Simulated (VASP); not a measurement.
# AlN (P6_3mc) in VASP: a series of runs

The runs below take AlN through electric field gradients, with PBE.

All numbers are computed with VASP 6.6.1; they aren't measurements. Logs are shortened: lines on timing, memory, paths and dates and some standing lists are left out, and cuts for length are marked.

## (1) The cell of the first run

Symmetry: P6_3mc, No. 186, hexagonal system. Conventional cell: a = 3.047 Å, b = 3.047 Å, c = 4.876 Å, α = 90.00°, β = 90.00°, γ = 120.00°. Al (site symmetry 3m) has 4 N at 1.85 to 1.88 Å within 2.5 Å. N (site symmetry 3m) has 4 Al at 1.85 to 1.88 Å within 2.5 Å.

## (2) Electric field gradients, PBE (volume scaled by 0.94)

Contents of INCAR:

```
SYSTEM = AlN
  PREC = Accurate
  ENCUT = 520
  EDIFF = 1E-8
  ISMEAR = -1
  SIGMA = 0.02
  LREAL = .FALSE.
  LASPH = .TRUE.
  NELM = 100
  ALGO = Normal
  ISIF = 2
  LWAVE = .FALSE.
  LCHARG = .FALSE.
  GGA = PE
  LEFG = .TRUE.
  NBANDS = 16
```

Contents of KPOINTS:

```
regular mesh
0
G
  11 11 6
  0 0 0
```

Contents of POSCAR:

```
AlN
1.0
    3.0474944919      0.0000000000      0.0000000000
   -1.5237472460      2.6392076479      0.0000000000
    0.0000000000      0.0000000000      4.8763796492
Al N
2 2
Direct
    0.3333333333      0.6666666667      0.0000000000
    0.6666666667      0.3333333333      0.5000000000
    0.3333333333      0.6666666667      0.3850000000
    0.6666666667      0.3333333333      0.8850000000
```

Potentials or basis: VASP PAW PBE potentials, release 64 (Al, N).

Command:

```sh
$ cat potpaw_PBE.64/Al/POTCAR potpaw_PBE.64/N/POTCAR > POTCAR
$ mpirun -np 1 vasp_std > vasp.out
```

OUTCAR:

```text
SYSTEM = AlN
   PREC = Accurate
   ENCUT = 520
   EDIFF = 1E-8
   ISMEAR = -1
   LREAL = .FALSE.
   LASPH = .TRUE.
   NELM = 100
   ISIF = 2
   GGA = PE

 ion  position               nearest neighbor table
   1  0.333  0.667  0.000-   4 1.85   4 1.85   4 1.85   3 1.88   2 3.01   2 3.01   2 3.01   2 3.01
                             2 3.01   2 3.01
   2  0.667  0.333  0.500-   3 1.85   3 1.85   3 1.85   4 1.88   1 3.01   1 3.01   1 3.01   1 3.01
                             1 3.01   1 3.01
   3  0.333  0.667  0.385-   2 1.85   2 1.85   2 1.85   1 1.88
   4  0.667  0.333  0.885-   1 1.85   1 1.85   1 1.85   2 1.88

  LATTYP: Found a hexagonal cell.
 ALAT       =     3.0474944919
 C/A-ratio  =     1.6001274694

  Lattice vectors:

 A1 = (   3.0474944919,   0.0000000000,   0.0000000000)
 A2 = (  -1.5237472460,   2.6392076479,   0.0000000000)
 A3 = (   0.0000000000,   0.0000000000,   4.8763796492)

Analysis of symmetry for initial positions (statically):
=====================================================================
 Subroutine PRICEL returns:
 Original cell was already a primitive cell.

 Routine SETGRP: Setting up the symmetry group for a
 hexagonal supercell.

 Subroutine GETGRP returns: Found 12 space group operations
 (whereof  6 operations were pure point group operations)
 out of a pool of 24 trial point group operations.

The static configuration has the point symmetry C_3v.
 The point group associated with its full space group is C_6v.

Analysis of symmetry for dynamics (positions and initial velocities):
=====================================================================
 Subroutine PRICEL returns:
 Original cell was already a primitive cell.

 Routine SETGRP: Setting up the symmetry group for a
 hexagonal supercell.

 Subroutine GETGRP returns: Found 12 space group operations
 (whereof  6 operations were pure point group operations)
 out of a pool of 24 trial point group operations.

The dynamic configuration has the point symmetry C_3v.
 The point group associated with its full space group is C_6v.

 Subroutine INISYM returns: Found 12 space group operations
 (whereof  6 operations are pure point group operations),
 and found     1 'primitive' translations

[... 146 lines left out ...]
 E-fermi :   7.2099     XC(G=0): -11.1876

 val. band max:        6.8318089742   @ k =   0.0000   0.0000   0.0000
 cond. band min:      11.5528510409   @ k =   0.0000   0.0000   0.0000
 fundamental gap:      4.7210420667
 Fermi energy:         7.2099345618

 k-point     1 :       0.0000    0.0000    0.0000
  band No.  band energies     occupation
      1      -8.8015      2.00000
      2      -6.4526      2.00000
      3       0.5087      2.00000
      4       5.8553      2.00000
      5       5.8553      2.00000
      6       6.5220      2.00000
[... 433 lines left out ...]
      3       1.6078      2.00000
      4       3.6334      2.00000
      5       4.0548      2.00000
      6       5.1946      2.00000
[... 8 lines left out ...]
     15      19.8450      0.00000
     16      20.8243      0.00000

 [... further k-points ...]

------------------------ aborting loop because EDIFF is reached ----------------------------------------

  FORCE on cell =-STRESS in cart. coord.  units (eV):
  Direction    XX          YY          ZZ          XY          YZ          ZX
  --------------------------------------------------------------------------------------
  -------------------------------------------------------------------------------------
  Total        4.7940592      4.7940592      3.9105961     -0.0000000      0.0000000      0.0000000
  in kB      195.8393578    195.8393578    159.7495117     -0.0000000      0.0000000      0.0000000
  external PRESSURE =     183.8094091 kB  Pullay stress =       0.0000000 kB

 VOLUME and BASIS-vectors are now :
 -----------------------------------------------------------------------------
  energy-cutoff  :      520.00
  volume of cell :       39.22
      direct lattice vectors                 reciprocal lattice vectors
     3.047494492  0.000000000  0.000000000     0.328138411  0.189450800  0.000000000
    -1.523747246  2.639207648  0.000000000     0.000000000  0.378901600  0.000000000
     0.000000000  0.000000000  4.876379649     0.000000000  0.000000000  0.205070169

 POSITION                                       TOTAL-FORCE (eV/Angst)
 -----------------------------------------------------------------------------------
     -0.00000      1.75947      0.00000         0.000000      0.000000      0.184679
      1.52375      0.87974      2.43819        -0.000000     -0.000000      0.184679
     -0.00000      1.75947      1.87741         0.000000     -0.000000     -0.184679
      1.52375      0.87974      4.31560        -0.000000      0.000000     -0.184679
 -----------------------------------------------------------------------------------
    total drift:                               -0.000000      0.000000      0.000019

  FREE ENERGIE OF THE ION-ELECTRON SYSTEM (eV)
  ---------------------------------------------------
  free  energy   TOTEN  =       -29.5990486514 eV

  energy  without entropy=      -29.5990486514  energy(sigma->0) =      -29.59904865

 Electric field gradients (V/A^2)
---------------------------------------------------------------------
 ion       V_xx      V_yy      V_zz      V_xy      V_xz      V_yz
---------------------------------------------------------------------
   1      -4.653    -4.653     9.305    -0.000    -0.000     0.000
   2      -4.653    -4.653     9.305    -0.000     0.000    -0.000
   3      -0.558    -0.557     1.115     0.001     0.000    -0.000
   4      -0.558    -0.557     1.115     0.001    -0.000     0.000
---------------------------------------------------------------------

 Electric field gradients after diagonalization (V/A^2)
 (convention: |V_zz| > |V_xx| > |V_yy|)
----------------------------------------------------------------------
 ion       V_xx      V_yy      V_zz     asymmetry (V_yy - V_xx)/ V_zz
----------------------------------------------------------------------
   1      -4.653    -4.653     9.305       0.000
   2      -4.653    -4.653     9.305       0.000
   3      -0.558    -0.557     1.115       0.001
   4      -0.558    -0.557     1.115       0.001
----------------------------------------------------------------------

           NMR quadrupolar parameters

 Cq : quadrupolar parameter    Cq=e*Q*V_zz/h
 eta: asymmetry parameters     (V_yy - V_xx)/ V_zz
 Q  : nuclear electric quadrupole moment in mb (millibarn)
----------------------------------------------------------------------
 ion       Cq(MHz)       eta       Q (mb)
----------------------------------------------------------------------
   1       0.023       0.000       1.000
   2       0.023       0.000       1.000
   3       0.003       0.001       1.000
   4       0.003       0.001       1.000
----------------------------------------------------------------------
```

stdout:

```text
POSCAR found type information on POSCAR AlN
 POSCAR found :  2 types and       4 ions
 scaLAPACK will be used
 LDA part: xc-table for (Slater+PW92), standard interpolation
 POSCAR, INCAR and KPOINTS ok, starting setup
 FFT: planning ... GRIDC
 FFT: planning ... GRID_SOFT
 FFT: planning ... GRID
 WAVECAR not read
 entering main loop
ion   1

ion   2

ion   3

ion   4
```

It took 16 s on 1 thread of Intel Xeon 6975P-C (Granite Rapids), shared host; peak memory 0.16 GiB.

What came out:

```
Free energy            : -29.5990 eV
Pressure               : 18.4 GPa
Largest force          : 0.185 eV/Å
Band gap on the k mesh : 4.72 eV, direct
```

Forces in eV/Å, atoms in the order of the input:
```
Al   0.000  0.000  0.185
Al   0.000  0.000  0.185
N    0.000  0.000 -0.185
N    0.000  0.000 -0.185
```

Electric field gradients, principal values (V/Å²):
| atom | least | middle | greatest (by size) |
| --- | --- | --- | --- |
| 1 Al | -4.653 | -4.653 | 9.305 |
| 2 Al | -4.653 | -4.653 | 9.305 |
| 3 N | -0.557 | -0.558 | 1.115 |
| 4 N | -0.557 | -0.558 | 1.115 |

Caveat: without QUAD_EFG the Cq values of the log hold for a quadrupole moment of 1 mb, not for the nuclei.

## (3) Electric field gradients, PBE (volume scaled by 0.98)

Contents of INCAR:

```
SYSTEM = AlN
ALGO = Normal
EDIFF = 1E-8
ENCUT = 520
GGA = PE
ISIF = 2
ISMEAR = -1
LASPH = .TRUE.
LCHARG = .FALSE.
LEFG = .TRUE.
LREAL = .FALSE.
LWAVE = .FALSE.
NBANDS = 16
NELM = 80
PREC = Accurate
SIGMA = 0.02
```

Contents of KPOINTS:

```
k-points
0
G
  11 11 6
  0 0 0
```

Contents of POSCAR:

```
AlN
1.0
    3.0901223134      0.0000000000      0.0000000000
   -1.5450611567      2.6761244242      0.0000000000
    0.0000000000      0.0000000000      4.9445895974
Al N
2 2
Direct
    0.3333333333      0.6666666667      0.0000000000
    0.6666666667      0.3333333333      0.5000000000
    0.3333333333      0.6666666667      0.3850000000
    0.6666666667      0.3333333333      0.8850000000
```

Potentials or basis: VASP PAW PBE potentials, release 64 (Al, N).

Command:

```sh
$ cat potpaw_PBE.64/Al/POTCAR potpaw_PBE.64/N/POTCAR > POTCAR
$ mpirun -np 1 vasp_std > vasp.out
```

OUTCAR:

```text
SYSTEM = AlN
   EDIFF = 1E-8
   ENCUT = 520
   GGA = PE
   ISIF = 2
   ISMEAR = -1
   LASPH = .TRUE.
   LREAL = .FALSE.
   NELM = 80
   PREC = Accurate

 ion  position               nearest neighbor table
   1  0.333  0.667  0.000-   4 1.87   4 1.87   4 1.87   3 1.90   2 3.05   2 3.05   2 3.05   2 3.05
                             2 3.05   2 3.05
   2  0.667  0.333  0.500-   3 1.87   3 1.87   3 1.87   4 1.90   1 3.05   1 3.05   1 3.05   1 3.05
                             1 3.05   1 3.05
   3  0.333  0.667  0.385-   2 1.87   2 1.87   2 1.87   1 1.90
   4  0.667  0.333  0.885-   1 1.87   1 1.87   1 1.87   2 1.90

  LATTYP: Found a hexagonal cell.
 ALAT       =     3.0901223134
 C/A-ratio  =     1.6001274694

  Lattice vectors:

 A1 = (   3.0901223134,   0.0000000000,   0.0000000000)
 A2 = (  -1.5450611567,   2.6761244242,   0.0000000000)
 A3 = (   0.0000000000,   0.0000000000,   4.9445895974)

Analysis of symmetry for initial positions (statically):
=====================================================================
 Subroutine PRICEL returns:
 Original cell was already a primitive cell.

[... 662 lines left out ...]
      1.54506      0.89204      2.47229        -0.000000      0.000000      0.182265
     -0.00000      1.78408      1.90367         0.000000     -0.000000     -0.182265
      1.54506      0.89204      4.37596        -0.000000      0.000000     -0.182265
 -----------------------------------------------------------------------------------
    total drift:                                0.000000      0.000000     -0.000545

  FREE ENERGIE OF THE ION-ELECTRON SYSTEM (eV)
  ---------------------------------------------------
  free  energy   TOTEN  =       -29.7365871663 eV

  energy  without entropy=      -29.7365871663  energy(sigma->0) =      -29.73658717

 Electric field gradients (V/A^2)
---------------------------------------------------------------------
 ion       V_xx      V_yy      V_zz      V_xy      V_xz      V_yz
---------------------------------------------------------------------
   1      -4.410    -4.410     8.819     0.000    -0.000     0.000
   2      -4.410    -4.410     8.819     0.000     0.000    -0.000
   3      -0.387    -0.387     0.774     0.000    -0.000     0.000
   4      -0.387    -0.387     0.774     0.000     0.000    -0.000
---------------------------------------------------------------------

 Electric field gradients after diagonalization (V/A^2)
 (convention: |V_zz| > |V_xx| > |V_yy|)
----------------------------------------------------------------------
 ion       V_xx      V_yy      V_zz     asymmetry (V_yy - V_xx)/ V_zz
----------------------------------------------------------------------
   1      -4.410    -4.410     8.819       0.000
   2      -4.410    -4.410     8.819       0.000
   3      -0.387    -0.387     0.774       0.000
   4      -0.387    -0.387     0.774       0.000
----------------------------------------------------------------------

           NMR quadrupolar parameters

 Cq : quadrupolar parameter    Cq=e*Q*V_zz/h
 eta: asymmetry parameters     (V_yy - V_xx)/ V_zz
 Q  : nuclear electric quadrupole moment in mb (millibarn)
----------------------------------------------------------------------
 ion       Cq(MHz)       eta       Q (mb)
----------------------------------------------------------------------
   1       0.021       0.000       1.000
   2       0.021       0.000       1.000
   3       0.002       0.000       1.000
   4       0.002       0.000       1.000
----------------------------------------------------------------------
```

OSZICAR:

```text
N       E                     dE             d eps       ncg     rms          rms(c)
DAV:   1     0.403135466852E+02    0.40314E+02   -0.72624E+03  2056   0.893E+02
DAV:   2    -0.312409593678E+02   -0.71555E+02   -0.65879E+02  2840   0.188E+02
DAV:   3    -0.345474187018E+02   -0.33065E+01   -0.32970E+01  2600   0.414E+01
DAV:   4    -0.345669676823E+02   -0.19549E-01   -0.19548E-01  2504   0.359E+00
DAV:   5    -0.345672173345E+02   -0.24965E-03   -0.24965E-03  2680   0.411E-01    0.123E+01
DAV:   6    -0.297283869408E+02    0.48388E+01   -0.10648E+01  2440   0.238E+01    0.422E+00
DAV:   7    -0.297482953112E+02   -0.19908E-01   -0.70413E-01  2200   0.591E+00    0.298E+00
DAV:   8    -0.297408960204E+02    0.73993E-02   -0.58542E-02  2320   0.222E+00    0.567E-01
DAV:   9    -0.297360537341E+02    0.48423E-02   -0.12002E-02  2704   0.810E-01    0.242E-01
DAV:  10    -0.297366625703E+02   -0.60884E-03   -0.21786E-03  2256   0.295E-01    0.129E-01
DAV:  11    -0.297365842377E+02    0.78333E-04   -0.17303E-04  2344   0.101E-01    0.315E-02
DAV:  12    -0.297365873324E+02   -0.30948E-05   -0.11290E-05  2272   0.269E-02    0.769E-03
DAV:  13    -0.297365871195E+02    0.21294E-06   -0.39521E-06  2416   0.154E-02    0.556E-03
DAV:  14    -0.297365871304E+02   -0.10933E-07   -0.30912E-07  2456   0.472E-03    0.186E-03
DAV:  15    -0.297365871758E+02   -0.45389E-07   -0.50627E-08  2624   0.170E-03    0.282E-04
DAV:  16    -0.297365871663E+02    0.94926E-08   -0.22112E-09  1272   0.400E-04
   1 F= -.29736587E+02 E0= -.29736587E+02  d E =-.303023E-10
```

Wall time 16 s (1 thread of Intel Xeon 6975P-C (Granite Rapids), shared host); peak memory 0.17 GiB.

What came out:

```
Free energy            : -29.7366 eV
Pressure               : 8.2 GPa
Largest force          : 0.182 eV/Å
Band gap on the k mesh : 4.34 eV, direct
```

Forces on the atoms (eV/Å):
```
Al   0.000  0.000  0.182
Al   0.000  0.000  0.182
N    0.000  0.000 -0.182
N    0.000  0.000 -0.182
```

Stress tensor (GPa, compression positive):
```
8.96 0.00 0.00
0.00 8.96 0.00
0.00 0.00 6.62
```

Electric field gradients, principal values (V/Å²):
```csv
atom,least,middle,greatest (by size)
1 Al,-4.410,-4.410,8.819
2 Al,-4.410,-4.410,8.819
3 N,-0.387,-0.387,0.774
4 N,-0.387,-0.387,0.774
```

Caveat: without QUAD_EFG the Cq values of the log hold for a quadrupole moment of 1 mb, not for the nuclei.
